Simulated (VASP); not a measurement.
# ZnS (hm.bB) (F-43m) in VASP: single point with PBE

Aim: the single point of ZnS (hm.bB) with PBE.

Everything below comes from runs of VASP 6.6.1. Logs are shortened: lines on timing, memory, paths and dates and some standing lists are left out, and cuts for length are marked.

## (1) The cell of the first run

The structure is cubic, space group F-43m (No. 216). Conventional cell: a = 5.444 Å, b = 5.444 Å, c = 5.444 Å, α = 90.00°, β = 90.00°, γ = 90.00°. Zn (site symmetry -43m) has 4 S at 2.36 Å within 3.1 Å. S (site symmetry -43m) has 4 Zn at 2.36 Å within 3.1 Å.

## (2) Single point, PBE

The input, INCAR:

```
  PREC = Accurate
  ENCUT = 500
  EDIFF = 1E-6
  ISMEAR = 0
  SIGMA = 0.02
  LREAL = F
  LASPH = T
  NELM = 120
  ALGO = Normal
  ISIF = 2
  LWAVE = F
  LCHARG = F
  GGA = PE
  NBANDS = 16
  GGA_COMPAT = F
```

The input, KPOINTS:

```
Automatic mesh
0
Gamma
  8 8 8
```

The input, POSCAR:

```
ZnS
1.0
    0.0000000000      2.7218243430      2.7218243430
    2.7218243430      0.0000000000      2.7218243430
    2.7218243430      2.7218243430      0.0000000000
Zn S
1 1
Direct
    0.0000000000      0.0000000000      0.0000000000
    0.2500000000      0.2500000000      0.2500000000
```

Potentials or basis: VASP PAW PBE potentials, release 64 (Zn, S).

Launch:

```
> cat potpaw_PBE.64/Zn/POTCAR potpaw_PBE.64/S/POTCAR > POTCAR
> mpirun -np 1 vasp_std > vasp.out
```

OUTCAR:

```text
PREC = Accurate
   ENCUT = 500
   EDIFF = 1E-6
   ISMEAR = 0
   LREAL = F
   LASPH = T
   NELM = 120
   ISIF = 2
   GGA = PE

 ion  position               nearest neighbor table
   1  0.000  0.000  0.000-   2 2.36   2 2.36   2 2.36   2 2.36
   2  0.250  0.250  0.250-   1 2.36   1 2.36   1 2.36   1 2.36

  LATTYP: Found a face centered cubic cell.
 ALAT       =     5.4436486860

  Lattice vectors:

 A1 = (   0.0000000000,   2.7218243430,   2.7218243430)
 A2 = (   2.7218243430,   0.0000000000,   2.7218243430)
 A3 = (   2.7218243430,   2.7218243430,   0.0000000000)

Analysis of symmetry for initial positions (statically):
=====================================================================
 Subroutine PRICEL returns:
 Original cell was already a primitive cell.

 Routine SETGRP: Setting up the symmetry group for a
 face centered cubic supercell.

 Subroutine GETGRP returns: Found 24 space group operations
 (whereof 24 operations were pure point group operations)
 out of a pool of 48 trial point group operations.

The static configuration has the point symmetry T_d .

Analysis of symmetry for dynamics (positions and initial velocities):
=====================================================================
 Subroutine PRICEL returns:
 Original cell was already a primitive cell.

 Routine SETGRP: Setting up the symmetry group for a
 face centered cubic supercell.

 Subroutine GETGRP returns: Found 24 space group operations
 (whereof 24 operations were pure point group operations)
 out of a pool of 48 trial point group operations.

The dynamic configuration has the point symmetry T_d .

 Subroutine INISYM returns: Found 24 space group operations
 (whereof 24 operations are pure point group operations),
 and found     1 'primitive' translations

----------------------------------------------------------------------------------------

                                     Primitive cell

  volume of cell :      40.3283

  direct lattice vectors                    reciprocal lattice vectors
     0.000000000  2.721824343  2.721824343    -0.183700319  0.183700319  0.183700319
     2.721824343  0.000000000  2.721824343     0.183700319 -0.183700319  0.183700319
     2.721824343  2.721824343  0.000000000     0.183700319  0.183700319 -0.183700319

  length of vectors
     3.849240900  3.849240900  3.849240900     0.318178286  0.318178286  0.318178286

  position of ions in fractional coordinates (direct lattice)
     0.000000000  0.000000000  0.000000000
     0.250000000  0.250000000  0.250000000

  ion indices of the primitive-cell ions
   primitive index   ion index
                 1           1
                 2           2

----------------------------------------------------------------------------------------

 KPOINTS: Automatic mesh

Automatic generation of k-mesh.
 Grid dimensions read from file:
 generate k-points for:    8    8    8

 Generating k-lattice:

  Cartesian coordinates                     Fractional coordinates (reciprocal lattice)
    -0.022962540  0.022962540  0.022962540     0.125000000  0.000000000  0.000000000
     0.022962540 -0.022962540  0.022962540     0.000000000  0.125000000  0.000000000
     0.022962540  0.022962540 -0.022962540     0.000000000  0.000000000  0.125000000

  Length of vectors
     0.039772286  0.039772286  0.039772286

  Shift w.r.t. Gamma in fractional coordinates (k-lattice)
     0.000000000  0.000000000  0.000000000

 Subroutine IBZKPT returns following result:
 ===========================================

 Found     29 irreducible k-points:

 Following reciprocal coordinates:
            Coordinates               Weight
  0.000000  0.000000  0.000000      1.000000
  0.125000  0.000000  0.000000      8.000000
  0.250000  0.000000  0.000000      8.000000
  0.375000  0.000000  0.000000      8.000000
  0.500000  0.000000  0.000000      4.000000
  0.125000  0.125000  0.000000      6.000000
[... 16 lines left out ...]
  0.500000  0.250000  0.125000     48.000000
 -0.375000  0.250000  0.125000     24.000000
 [... further k-points ...]
   k-points           NKPTS =     29   k-points in BZ     NKDIM =     29   number of bands    NBANDS=     16
   number of dos      NEDOS =    301   number of ions     NIONS =      2
   total plane-waves  NPLWV =  21952
   dimension x,y,z NGX =    28 NGY =   28 NGZ =   28
   dimension x,y,z NGXF=    56 NGYF=   56 NGZF=   56
   ions per type =               1   1
   NGX,Y,Z   is equivalent  to a cutoff of  12.09, 12.09, 12.09 a.u.
   NGXF,Y,Z  is equivalent  to a cutoff of  24.19, 24.19, 24.19 a.u.
 SYSTEM =  unknown system
   PREC   = accura    normal or accurate (medium, high low for compatibility)
   ISTART =      0    job   : 0-new  1-cont  2-samecut
   ICHARG =      2    charge: 1-file 2-atom 10-const
   ISPIN  =      1    spin polarized calculation?
   LNONCOLLINEAR =      F non collinear calculations
   LSORBIT =      F    spin-orbit coupling
   LASPH  =      T    aspherical Exc in radial PAW
   ENCUT  =  500.0 eV  36.75 Ry    6.06 a.u.   7.02  7.02  7.02*2*pi/ulx,y,z
   NELM   =    120;   NELMIN=  2; NELMDL= -5     # of ELM steps
   EDIFF  = 0.1E-05   stopping-criterion for ELM
   LREAL  =      F    real-space projection
[... 7 lines left out ...]
   TEBEG  =    0.0;   TEEND  =   0.0 temperature during run
   PSTRESS=    0.0 pullay stress
   NELECT =      18.0000    total number of electrons
   NUPDOWN=      -1.0000    fix difference up-down
   EMIN   =  10.00;   EMAX   =-10.00  energy-range for DOS
   EFERMI =   0.00;   METHOD = LEGACY
   ISMEAR =     0;   SIGMA  =   0.02  broadening in eV -4-tet -1-fermi 0-gaus
   EFERMI_NEDOS =   21; number of points for ismear=-14 and -15
   IALGO  =     38    algorithm
   IMIX   =      4    mixing-type and parameters
     AMIX     =   0.40;   BMIX     =  1.00
     AMIX_MAG =   1.60;   BMIX_MAG =  1.00
  volume/ion in A,a.u.               =      20.16       136.07
  Fermi-wavevector in a.u.,A,eV,Ry     =   1.251110  2.364256 21.296884  1.565277
  Thomas-Fermi vector in A             =   2.385073
   LORBIT       =      0    0 simple, 1 ext, 2 COOP (PROOUT), +10 PAW based schemes
   GGA     = PE    functional components
   LHFCALC =     F    Hartree Fock is set to
   AEXX    =    0.0000 exact exchange contribution
   IVDW    =     0    specifies the selected vdW correction
   LEPSILON=     F    determine dielectric tensor
   LRPA    =     F    only Hartree local field effects (RPA)
 non-spin polarized calculation
 Gauss-broadening in eV      SIGMA  =   0.02
  energy-cutoff  :      500.00
  volume of cell :       40.33
 maximum number of plane-waves:      1036
   NGX = 13   NGY = 13   NGZ = 13

 number of electron      17.9999988 magnetization

 Free energy of the ion-electron system (eV)
  ---------------------------------------------------
  ext. energy  EPLUGINS =         0.00000000
  ---------------------------------------------------
  free energy    TOTEN  =        -6.85211958 eV

  energy without entropy =       -6.85211958  energy(sigma->0) =       -6.85211958

 E-fermi :   2.0291     XC(G=0):  -9.5274

 val. band max:        1.9053974469   @ k =   0.0000   0.0000   0.0000
 cond. band min:       3.9234827636   @ k =   0.0000   0.0000   0.0000
 fundamental gap:      2.0180853167
 Fermi energy:         2.0291403375

 k-point     1 :       0.0000    0.0000    0.0000
  band No.  band energies     occupation
      1     -11.0846      2.00000
      2      -4.3496      2.00000
      3      -4.3496      2.00000
      4      -4.3496      2.00000
      5      -3.8772      2.00000
      6      -3.8772      2.00000
[... 8 lines left out ...]
     15      13.6420      0.00000
     16      13.6527      0.00000

 k-point     2 :       0.1250    0.0000    0.0000
  band No.  band energies     occupation
      1     -10.9723      2.00000
      2      -4.3466      2.00000
      3      -4.3296      2.00000
      4      -4.3296      2.00000
      5      -3.8787      2.00000
      6      -3.8787      2.00000
[... 8 lines left out ...]
     15      13.0592      0.00000
     16      14.4470      0.00000

 k-point     3 :       0.2500    0.0000    0.0000
  band No.  band energies     occupation
      1     -10.6797      2.00000
      2      -4.2953      2.00000
      3      -4.2856      2.00000
      4      -4.2856      2.00000
      5      -3.8756      2.00000
      6      -3.8756      2.00000
[... 8 lines left out ...]
     15      12.8599      0.00000
     16      14.0499      0.00000

 k-point     4 :       0.3750    0.0000    0.0000
  band No.  band energies     occupation
      1     -10.3488      2.00000
      2      -4.2508      2.00000
      3      -4.2508      2.00000
      4      -4.0781      2.00000
      5      -3.8597      2.00000
      6      -3.8597      2.00000
[... 8 lines left out ...]
     15      13.9423      0.00000
     16      13.9423      0.00000

 k-point     5 :       0.5000    0.0000    0.0000
  band No.  band energies     occupation
      1     -10.1973      2.00000
      2      -4.2398      2.00000
      3      -4.2398      2.00000
      4      -3.8486      2.00000
      5      -3.8486      2.00000
      6      -3.6817      2.00000
[... 8 lines left out ...]
     15      15.2559      0.00000
     16      15.2559      0.00000

 k-point     6 :       0.1250    0.1250    0.0000
  band No.  band energies     occupation
      1     -10.9349      2.00000
      2      -4.3662      2.00000
      3      -4.3122      2.00000
      4      -4.3122      2.00000
      5      -3.8926      2.00000
      6      -3.8668      2.00000
[... 8 lines left out ...]
     15      13.8422      0.00000
     16      14.9342      0.00000
[... 267 lines left out ...]
 k-point    21 :       0.5000    0.5000    0.0000
  band No.  band energies     occupation
      1      -9.8993      2.00000
      2      -4.3574      2.00000
      3      -4.0240      2.00000
      4      -4.0240      2.00000
      5      -3.8062      2.00000
      6      -3.6687      2.00000
[... 8 lines left out ...]
     15      15.5902      0.00000
     16      16.3713      0.00000

 k-point    22 :       0.3750    0.2500    0.1250
  band No.  band energies     occupation
      1     -10.4507      2.00000
      2      -4.3188      2.00000
      3      -4.2226      2.00000
      4      -4.1953      2.00000
      5      -3.8975      2.00000
      6      -3.8412      2.00000
[... 8 lines left out ...]
     15      14.6302      0.00000
     16      16.8506      0.00000

 k-point    23 :       0.5000    0.2500    0.1250
  band No.  band energies     occupation
      1     -10.1746      2.00000
      2      -4.2392      2.00000
      3      -4.1927      2.00000
      4      -4.0494      2.00000
      5      -3.8596      2.00000
      6      -3.8048      2.00000
[... 8 lines left out ...]
     15      15.5566      0.00000
     16      16.1395      0.00000

 k-point    24 :      -0.3750    0.2500    0.1250
  band No.  band energies     occupation
      1     -10.0513      2.00000
      2      -4.2255      2.00000
      3      -4.1729      2.00000
      4      -3.9247      2.00000
      5      -3.8648      2.00000
      6      -3.6186      2.00000
[... 8 lines left out ...]
     15      15.2857      0.00000
     16      16.0645      0.00000

 [... further k-points ...]

------------------------ aborting loop because EDIFF is reached ----------------------------------------

  FORCE on cell =-STRESS in cart. coord.  units (eV):
  Direction    XX          YY          ZZ          XY          YZ          ZX
  --------------------------------------------------------------------------------------
  -------------------------------------------------------------------------------------
  Total        0.0343507      0.0343507      0.0343507     -0.0000000      0.0000000     -0.0000000
  in kB        1.3646940      1.3646940      1.3646940     -0.0000000      0.0000000     -0.0000000
  external PRESSURE =       1.3646940 kB  Pullay stress =       0.0000000 kB

 VOLUME and BASIS-vectors are now :
 -----------------------------------------------------------------------------
  energy-cutoff  :      500.00
  volume of cell :       40.33
      direct lattice vectors                 reciprocal lattice vectors
     0.000000000  2.721824343  2.721824343    -0.183700319  0.183700319  0.183700319
     2.721824343  0.000000000  2.721824343     0.183700319 -0.183700319  0.183700319
     2.721824343  2.721824343  0.000000000     0.183700319  0.183700319 -0.183700319

 POSITION                                       TOTAL-FORCE (eV/Angst)
 -----------------------------------------------------------------------------------
      0.00000      0.00000      0.00000         0.000000     -0.000000     -0.000000
      1.36091      1.36091      1.36091        -0.000000      0.000000      0.000000
 -----------------------------------------------------------------------------------
    total drift:                                0.000000      0.000000      0.000000

  FREE ENERGIE OF THE ION-ELECTRON SYSTEM (eV)
  ---------------------------------------------------
  free  energy   TOTEN  =        -6.8521195837 eV

  energy  without entropy=       -6.8521195837  energy(sigma->0) =       -6.85211958
```

It took 28 s on 1 thread of Intel Xeon 8259CL, shared host; peak memory 0.16 GiB.

What came out:

```
Free energy            : -6.8521 eV
Pressure               : 0.1 GPa
Band gap on the k mesh : 2.02 eV, direct
```
